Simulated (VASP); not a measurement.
# K4Cl3 (P-6m2) in VASP: single point with PBE

Aim: the single point of K4Cl3 with PBE.

Everything below comes from runs of VASP 6.6.1. Logs are shortened: lines on timing, memory, paths and dates and some standing lists are left out, and cuts for length are marked.

## Step 1: The cell of the first run

The structure is hexagonal, space group P-6m2 (No. 187). Conventional cell: a = 9.662 Å, b = 9.662 Å, c = 4.614 Å, α = 90.00°, β = 90.00°, γ = 120.00°. Within 3.9 Å of K (site symmetry mm2) lie 2 Cl at 2.99 Å. K (site symmetry -6m2) has 6 Cl at 3.39 Å and 2 K at 4.61 Å within 4.7 Å. Within 3.9 Å of Cl (site symmetry mm2) lie 4 K at 2.99 to 3.39 Å.

## Step 2: Single point, PBE (53.29 Å³/atom)

INCAR reads:

```
SYSTEM = K4Cl3
PREC     = Accurate       ! precision mode
ENCUT    = 520            ! plane-wave cutoff, eV
EDIFF    = 1E-6           ! SCF threshold, eV
ISMEAR   = 0              ! smearing method
SIGMA    = 0.1            ! smearing width, eV
LREAL    = .FALSE.        ! projectors in reciprocal space
LASPH    = .TRUE.         ! aspherical terms in the spheres
NELM     = 100            ! most SCF steps
ALGO     = Normal         ! electronic algorithm
ISIF     = 2              ! what is computed and relaxed
LWAVE    = .FALSE.        ! write WAVECAR
LCHARG   = .TRUE.         ! write CHGCAR
GGA      = PE             ! functional
LELF     = .TRUE.         ! ELF
LVHAR    = .TRUE.       
NBANDS   = 38             ! bands
```

KPOINTS reads:

```
regular mesh
0
G
  6 6 8
  0 0 0
```

POSCAR reads:

```
K4Cl3
1.0
    9.6620028658      0.0000000000      0.0000000000
   -4.8310014329      8.3675399332      0.0000000000
    0.0000000000      0.0000000000      4.6142559180
K Cl
4 3
Direct
    0.1713133068      0.8286866932      0.5000000000
    0.1713133068      0.3426266136      0.5000000000
    0.6573733864      0.8286866932      0.5000000000
    0.6666666667      0.3333333333      0.0000000000
    0.8149557455      0.1850442545      0.5000000000
    0.8149557455      0.6299114911      0.5000000000
    0.3700885089      0.1850442545      0.5000000000
```

Potentials or basis: VASP PAW PBE potentials, release 64 (K_sv, Cl).

On the command line:

```sh
$ cat potpaw_PBE.64/K_sv/POTCAR potpaw_PBE.64/Cl/POTCAR > POTCAR
$ mpirun -np 1 vasp_std > vasp.out
```

OUTCAR:

```text
SYSTEM = K4Cl3
   PREC = Accurate
   ENCUT = 520
   EDIFF = 1E-6
   ISMEAR = 0
   LREAL = .FALSE.
   LASPH = .TRUE.
   NELM = 100
   ISIF = 2
   GGA = PE

 ion  position               nearest neighbor table
   1  0.171  0.829  0.500-   7 2.99   6 2.99
   2  0.171  0.343  0.500-   7 2.99   5 2.99
   3  0.657  0.829  0.500-   6 2.99   5 2.99
   4  0.667  0.333  0.000-
   5  0.815  0.185  0.500-   3 2.99   2 2.99
   6  0.815  0.630  0.500-   3 2.99   1 2.99
   7  0.370  0.185  0.500-   2 2.99   1 2.99

  LATTYP: Found a hexagonal cell.
 ALAT       =     9.6620028658
 C/A-ratio  =     0.4775672272

  Lattice vectors:

 A1 = (   9.6620028658,   0.0000000000,   0.0000000000)
 A2 = (  -4.8310014329,   8.3675399332,   0.0000000000)
 A3 = (   0.0000000000,   0.0000000000,   4.6142559180)

Analysis of symmetry for initial positions (statically):
=====================================================================
 Subroutine PRICEL returns:
 Original cell was already a primitive cell.

 Routine SETGRP: Setting up the symmetry group for a
 hexagonal supercell.

 Subroutine GETGRP returns: Found 12 space group operations
 (whereof 12 operations were pure point group operations)
 out of a pool of 24 trial point group operations.

The static configuration has the point symmetry D_3h.

Analysis of symmetry for dynamics (positions and initial velocities):
=====================================================================
 Subroutine PRICEL returns:
 Original cell was already a primitive cell.

 Routine SETGRP: Setting up the symmetry group for a
 hexagonal supercell.

 Subroutine GETGRP returns: Found 12 space group operations
 (whereof 12 operations were pure point group operations)
 out of a pool of 24 trial point group operations.

The dynamic configuration has the point symmetry D_3h.

 Subroutine INISYM returns: Found 12 space group operations
 (whereof 12 operations are pure point group operations),
 and found     1 'primitive' translations

----------------------------------------------------------------------------------------

                                     Primitive cell

  volume of cell :     373.0496

  direct lattice vectors                    reciprocal lattice vectors
     9.662002866  0.000000000  0.000000000     0.103498210  0.059754719  0.000000000
    -4.831001433  8.367539933  0.000000000     0.000000000  0.119509439  0.000000000
     0.000000000  0.000000000  4.614255918     0.000000000  0.000000000  0.216719666

  length of vectors
     9.662002866  9.662002866  4.614255918     0.119509439  0.119509439  0.216719666

  position of ions in fractional coordinates (direct lattice)
     0.171313307  0.828686693  0.500000000
     0.171313307  0.342626614  0.500000000
     0.657373386  0.828686693  0.500000000
     0.666666667  0.333333333  0.000000000
     0.814955746  0.185044254  0.500000000
     0.814955746  0.629911491  0.500000000
     0.370088509  0.185044254  0.500000000

  ion indices of the primitive-cell ions
   primitive index   ion index
                 1           1
                 2           2
                 3           3
                 4           4
                 5           5
                 6           6
                 7           7

----------------------------------------------------------------------------------------

 KPOINTS: regular mesh

Automatic generation of k-mesh.
 Grid dimensions read from file:
 generate k-points for:    6    6    8

 Generating k-lattice:

  Cartesian coordinates                     Fractional coordinates (reciprocal lattice)
     0.017249702  0.009959120  0.000000000     0.166666667  0.000000000  0.000000000
     0.000000000  0.019918240  0.000000000     0.000000000  0.166666667  0.000000000
     0.000000000  0.000000000  0.027089958     0.000000000  0.000000000  0.125000000

  Length of vectors
     0.019918240  0.019918240  0.027089958

  Shift w.r.t. Gamma in fractional coordinates (k-lattice)
     0.000000000  0.000000000  0.000000000

 Subroutine IBZKPT returns following result:
 ===========================================

 Found     35 irreducible k-points:

 Following reciprocal coordinates:
            Coordinates               Weight
  0.000000  0.000000  0.000000      1.000000
  0.166667 -0.000000  0.000000      6.000000
  0.333333  0.000000  0.000000      6.000000
  0.500000  0.000000  0.000000      3.000000
  0.166667  0.166667  0.000000      6.000000
  0.333333  0.166667  0.000000     12.000000
[... 16 lines left out ...]
  0.166667 -0.000000  0.375000     12.000000
  0.333333  0.000000  0.375000     12.000000
 [... further k-points ...]
   k-points           NKPTS =     35   k-points in BZ     NKDIM =     35   number of bands    NBANDS=     38
   number of dos      NEDOS =    301   number of ions     NIONS =      7
   total plane-waves  NPLWV = 186624
   dimension x,y,z NGX =    72 NGY =   72 NGZ =   36
   dimension x,y,z NGXF=   144 NGYF=  144 NGZF=   72
   ions per type =               4   3
   NGX,Y,Z   is equivalent  to a cutoff of  12.39, 12.39, 12.97 a.u.
   NGXF,Y,Z  is equivalent  to a cutoff of  24.78, 24.78, 25.94 a.u.
 SYSTEM =  K4Cl3
   PREC   = accura    normal or accurate (medium, high low for compatibility)
   ISTART =      0    job   : 0-new  1-cont  2-samecut
   ICHARG =      2    charge: 1-file 2-atom 10-const
   ISPIN  =      1    spin polarized calculation?
   LNONCOLLINEAR =      F non collinear calculations
   LSORBIT =      F    spin-orbit coupling
   LASPH  =      T    aspherical Exc in radial PAW
   ENCUT  =  520.0 eV  38.22 Ry    6.18 a.u.  17.96 17.96  8.58*2*pi/ulx,y,z
   NELM   =    100;   NELMIN=  2; NELMDL= -5     # of ELM steps
   EDIFF  = 0.1E-05   stopping-criterion for ELM
   LREAL  =      F    real-space projection
   EDIFFG = 0.1E-04   stopping-criterion for IOM
   NSW    =      0    number of steps for IOM
   IBRION =     -1    ionic relax: 0-MD 1-quasi-New 2-CG
   NFREE  =      0    steps in history (QN), initial steepest desc. (CG)
   ISIF   =      2    stress and relaxation
   ISYM   =      2    0-nonsym 1-usesym 2-fastsym
   POTIM  = 0.5000    time-step for ionic-motion
   TEBEG  =    0.0;   TEEND  =   0.0 temperature during run
   PSTRESS=    0.0 pullay stress
   NELECT =      57.0000    total number of electrons
   NUPDOWN=      -1.0000    fix difference up-down
   EMIN   =  10.00;   EMAX   =-10.00  energy-range for DOS
   EFERMI =   0.00;   METHOD = LEGACY
   ISMEAR =     0;   SIGMA  =   0.10  broadening in eV -4-tet -1-fermi 0-gaus
   EFERMI_NEDOS =   21; number of points for ismear=-14 and -15
   IALGO  =     38    algorithm
   IMIX   =      4    mixing-type and parameters
     AMIX     =   0.40;   BMIX     =  1.00
     AMIX_MAG =   1.60;   BMIX_MAG =  1.00
  volume/ion in A,a.u.               =      53.29       359.64
  Fermi-wavevector in a.u.,A,eV,Ry     =   0.875207  1.653902 10.421896  0.765988
  Thomas-Fermi vector in A             =   1.994846
   LORBIT       =      0    0 simple, 1 ext, 2 COOP (PROOUT), +10 PAW based schemes
   GGA     = PE    functional components
   LHFCALC =     F    Hartree Fock is set to
   AEXX    =    0.0000 exact exchange contribution
   IVDW    =     0    specifies the selected vdW correction
   LEPSILON=     F    determine dielectric tensor
   LRPA    =     F    only Hartree local field effects (RPA)
 non-spin polarized calculation
 Gauss-broadening in eV      SIGMA  =   0.10
  energy-cutoff  :      520.00
  volume of cell :      373.05
 maximum number of plane-waves:     10080
 NGX is ok and might be reduce to    72
   NGX = 35   NGY = 35   NGZ = 17

 number of electron      57.0000008 magnetization

 Free energy of the ion-electron system (eV)
  ---------------------------------------------------
  ext. energy  EPLUGINS =         0.00000000
  ---------------------------------------------------
  free energy    TOTEN  =       -20.07476632 eV

  energy without entropy =      -20.06407357  energy(sigma->0) =      -20.06941994

 E-fermi :   0.2303     XC(G=0):  -5.6963

 val. band max:        0.2241087828   @ k =   0.3333   0.0000   0.2500
 cond. band min:       0.2747120315   @ k =   0.3333   0.1667   0.2500
 fundamental gap:      0.0506032487
 Fermi energy:         0.2302891987

 k-point     1 :       0.0000    0.0000    0.0000
  band No.  band energies     occupation
      1     -31.6096      2.00000
      2     -31.6079      2.00000
      3     -31.6079      2.00000
      4     -30.9153      2.00000
      5     -15.5436      2.00000
      6     -15.5436      2.00000
[... 30 lines left out ...]
     37       4.9754      0.00000
     38       4.9754      0.00000

 k-point     2 :       0.1667   -0.0000    0.0000
  band No.  band energies     occupation
      1     -31.6095      2.00000
      2     -31.6080      2.00000
      3     -31.6080      2.00000
      4     -30.9153      2.00000
      5     -15.5431      2.00000
      6     -15.5420      2.00000
[... 30 lines left out ...]
     37       4.8484      0.00000
     38       4.8773      0.00000

 k-point     3 :       0.3333    0.0000    0.0000
  band No.  band energies     occupation
      1     -31.6093      2.00000
      2     -31.6083      2.00000
      3     -31.6079      2.00000
      4     -30.9153      2.00000
      5     -15.5422      2.00000
      6     -15.5388      2.00000
[... 30 lines left out ...]
     37       4.6274      0.00000
[... 781 lines left out ...]
 k-point    23 :       0.1667   -0.0000    0.3750
  band No.  band energies     occupation
      1     -31.6082      2.00000
      2     -31.6067      2.00000
      3     -31.6066      2.00000
      4     -30.9138      2.00000
      5     -15.5258      2.00000
      6     -15.5143      2.00000
[... 30 lines left out ...]
     37       4.0742      0.00000
     38       4.0923      0.00000

 k-point    24 :       0.3333    0.0000    0.3750
  band No.  band energies     occupation
      1     -31.6079      2.00000
      2     -31.6069      2.00000
      3     -31.6066      2.00000
      4     -30.9138      2.00000
      5     -15.5416      2.00000
      6     -15.5112      2.00000
[... 30 lines left out ...]
     37       3.9813      0.00000
     38       4.1056      0.00000

 [... further k-points ...]

------------------------ aborting loop because EDIFF is reached ----------------------------------------

  FORCE on cell =-STRESS in cart. coord.  units (eV):
  Direction    XX          YY          ZZ          XY          YZ          ZX
  --------------------------------------------------------------------------------------
  -------------------------------------------------------------------------------------
  Total       -1.1372431     -1.1372431     -1.1201591      0.0000000      0.0000000      0.0000000
  in kB       -4.8842429     -4.8842429     -4.8108703      0.0000000      0.0000000      0.0000000
  external PRESSURE =      -4.8597854 kB  Pullay stress =       0.0000000 kB

 VOLUME and BASIS-vectors are now :
 -----------------------------------------------------------------------------
  energy-cutoff  :      520.00
  volume of cell :      373.05
      direct lattice vectors                 reciprocal lattice vectors
     9.662002866  0.000000000  0.000000000     0.103498210  0.059754719  0.000000000
    -4.831001433  8.367539933  0.000000000     0.000000000  0.119509439  0.000000000
     0.000000000  0.000000000  4.614255918     0.000000000  0.000000000  0.216719666

 POSITION                                       TOTAL-FORCE (eV/Angst)
 -----------------------------------------------------------------------------------
     -2.34816      6.93407      2.30713         0.009375     -0.005413     -0.000000
      0.00000      2.86694      2.30713        -0.000000      0.010825     -0.000000
      2.34816      6.93407      2.30713        -0.009375     -0.005413     -0.000000
      4.83100      2.78918      0.00000        -0.000000      0.000000     -0.000000
      6.98016      1.54837      2.30713        -0.003488      0.002014      0.000000
      4.83100      5.27081      2.30713        -0.000000     -0.004027      0.000000
      2.68185      1.54837      2.30713         0.003488      0.002014      0.000000
 -----------------------------------------------------------------------------------
    total drift:                                0.000001     -0.000000     -0.000000

  FREE ENERGIE OF THE ION-ELECTRON SYSTEM (eV)
  ---------------------------------------------------
  free  energy   TOTEN  =       -20.0747663152 eV

  energy  without entropy=      -20.0640735735  energy(sigma->0) =      -20.06941994
```

It took 8.9 min on 1 thread of AMD EPYC 7R13 (Zen 3), shared host; peak memory 0.65 GiB.

What came out:

| Quantity | Value |
| --- | --- |
| Free energy | -20.0748 eV |
| Pressure | -0.5 GPa |
| Largest force | 0.011 eV/Å |
| Band gap on the k mesh | zero (an odd number of electrons rules out a gap without spin polarisation) |

Forces on the atoms (eV/Å):
```
K    0.009 -0.005  0.000
K    0.000  0.011  0.000
K   -0.009 -0.005  0.000
K    0.000  0.000  0.000
Cl  -0.003  0.002  0.000
Cl   0.000 -0.004  0.000
Cl   0.003  0.002  0.000
```

Levels at points of the mesh, in eV from the Fermi level:
```tsv
k point	band 27	band 28	band 29	band 30	band 31	band 32
(0.00, 0.00, 0.00)	-3.47	-3.46	-0.66	1.59	1.59	1.65
(0.50, 0.00, 0.00)	-3.47	-3.46	-0.38	0.73	1.38	2.04
(0.00, 0.00, 0.50)	-3.58	-3.56	1.10	1.21	2.47	2.47
(0.50, 0.00, 0.50)	-3.68	-3.57	1.05	1.43	2.47	2.50
```

Caveat: an odd number of electrons without spin polarisation forces a metal; a magnetic or distorted state may lie lower.
